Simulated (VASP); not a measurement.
Ti3O4, 7 atoms in the cell. The structure is tetragonal, space group I4/mmm (No. 139). Conventional cell: a = 4.100 Å, b = 4.100 Å, c = 8.095 Å, α = 90.00°, β = 90.00°, γ = 90.00°. Within 2.7 Å of Ti (site symmetry -4m2) lie 6 O at 2.02 to 2.05 Å. Within 2.7 Å of Ti (site symmetry 4/mmm) lie 6 O at 2.05 to 2.09 Å. O (site symmetry 4mm) has 5 Ti at 2.05 to 2.09 Å within 2.7 Å. Within 2.7 Å of O (site symmetry mmm) lie 4 Ti at 2.02 to 2.05 Å. 

* Program: VASP 6.6.1
* Task: single point
* Functional: PBEsol
* Potentials or basis: VASP PAW PBE potentials, release 64 (Ti_sv, O)
* Cutoff: 520 eV
* k mesh: 9 × 9 × 9
* Occupations: fermi-dirac, width 0.05 eV
* Spin: no spin polarisation
* Dipole correction: no
* Further INCAR settings: ALGO = Normal; EDIFF = 1e-06; NBANDS = 39

Potentials or basis: VASP PAW PBE potentials, release 64 (Ti_sv, O).

Run with:

```bash
$ cat potpaw_PBE.64/Ti_sv/POTCAR potpaw_PBE.64/O/POTCAR > POTCAR
$ mpirun -np 1 vasp_std > vasp.out
```

Hardware: 1 thread of Intel(R) Xeon(R) Platinum 8375C CPU @ 2.90GHz (Ice Lake), with other jobs on the host.

Task: Estimate the wall time of this run.

Result: It took 8.4 min on 1 thread of Intel(R) Xeon(R) Platinum 8375C CPU @ 2.90GHz (Ice Lake), with other jobs on the host, peak memory 0.33 GiB. Counts: scf iterations 16, k points 75.
